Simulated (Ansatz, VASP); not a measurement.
SnO: VASP beside Ansatz

INCAR

```
SYSTEM = SnO
  ALGO = Normal
  EDIFF = 1E-6
  ENCUT = 600
  GGA = PE
  GGA_COMPAT = .False.
  ISIF = 2
  ISMEAR = -1
  LASPH = .True.
  LCHARG = .False.
  LREAL = .False.
  LWAVE = .False.
  NBANDS = 28
  NELM = 120
  PREC = Accurate
  SIGMA = 0.01
```

The input KPOINTS:

```
k-points
0
Gamma
  8 8 6
  0 0 0
```

POSCAR

```
SnO
1.0
    3.8400200000      0.0000000000      0.0000000000
    0.0000000000      3.8400200000      0.0000000000
    0.0000000000      0.0000000000      4.8360000000
Sn O
2 2
Direct
    0.0000000000      0.5000000000      0.2385000000
    0.5000000000      0.0000000000      0.7615000000
    0.0000000000      0.0000000000      0.0000000000
    0.5000000000      0.5000000000      0.0000000000
```

Input for Ansatz:

```yaml
crystal:
  lattice:
    - [3.84002, 0.0, 0.0]
    - [0.0, 3.84002, 0.0]
    - [0.0, 0.0, 4.836]
  atoms:
    - { symbol: Sn, position: [0.0, 0.5, 0.2385] }
    - { symbol: Sn, position: [0.5, 0.0, 0.7615] }
    - { symbol: O, position: [0.0, 0.0, 0.0] }
    - { symbol: O, position: [0.5, 0.5, 0.0] }
kpoints:
  mp_grid: { grid: [8, 8, 6] }
  band_path:
    path:
      - [0.0, 0.0, 0.0]
      - [0.0, 0.5, 0.0]
      - [0.5, 0.5, 0.0]
      - [0.0, 0.0, 0.0]
      - [0.0, 0.0, 0.5]
      - [0.0, 0.5, 0.5]
      - [0.5, 0.5, 0.5]
      - [0.0, 0.0, 0.5]
      - [0.0, 0.5, 0.0]
    npoints: 5
scf:
  occupations: { method: fermi_dirac, width: 0.01 }
hamiltonian:
  xc: pbe
  pseudopotentials: { kind: all_electron, lapw: { basis_error: 0.001 } }
output:
  forces: true
  stress: true
  eigenvalues: true
```

Change from the starting cell: equal xx and yy strain of +1 %.

Alike in both runs: task single point; functional PBE; k mesh 8 × 8 × 6; occupations fermi-dirac, width 0.01 eV; no spin polarisation.

|  | VASP | Ansatz |
| --- | --- | --- |
| version | VASP 6.6.1 | Ansatz 0.2.0 |
| potentials or method | VASP PAW PBE potentials, release 64 (Sn_d, O), cutoff 600 eV | all-electron LAPW, scalar-relativistic |

Ansatz gave:

```
pressure (GPa)                     : 2.1
rms of the force components (eV/Å) : 0.046
```

Q: Which values does VASP return?

A: Pressure (GPa): 2.2; rms of the force components (eV/Å): 0.080.

Atom by atom the forces differ by 0.034 eV/Å (rms over components). Ansatz ran all-electron here, and VASP with PAW potentials.
